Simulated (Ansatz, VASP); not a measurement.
**Two plane-wave programs on Au**

```
Au
1.0
     2.81549    0.00000    0.00000
    -0.01296    2.82018    0.00000
    -1.13789   -1.18541    4.92401
Au
2
Direct
  0.67286 0.66596 0.27405
  0.32714 0.33404 0.72594
```

Alike in both runs: task single point; functional PBE; k mesh 10 × 10 × 6; occupations fermi-dirac, width 0.05 eV; no spin polarisation.

|  | VASP | Ansatz |
| --- | --- | --- |
| version | VASP 6.6.1 | Ansatz 0.2.0 |
| potentials or method | VASP PAW PBE potentials, release 64 (Au) | Ansatz PAW |
| plane-wave cutoff (eV) | 520 | 420 |
| valence electrons in the cell | 22 | 38 |

```tsv
	VASP	Ansatz	Ansatz less VASP
gap on the k mesh at the Fermi level (eV)	none	none	-
pressure (GPa)	-1.0	-0.8	+0.18
traceless stress, the component that is largest in VASP (GPa)	1.42	1.44	+0.018
rms of the force components (eV/Å)	0.034	0.033	-0.0007
```

Atom by atom the forces differ by 0.002 eV/Å (rms over components). A gap of «none» marks a metal or a gap that the smearing closes. The functional is the same, so the differences come from potentials, cutoffs and numerics. VASP's potentials hold 22 valence electrons a cell and Ansatz's 38, so a difference there can come from the potentials and not from the codes.

Neither program's run includes spin-orbit coupling.
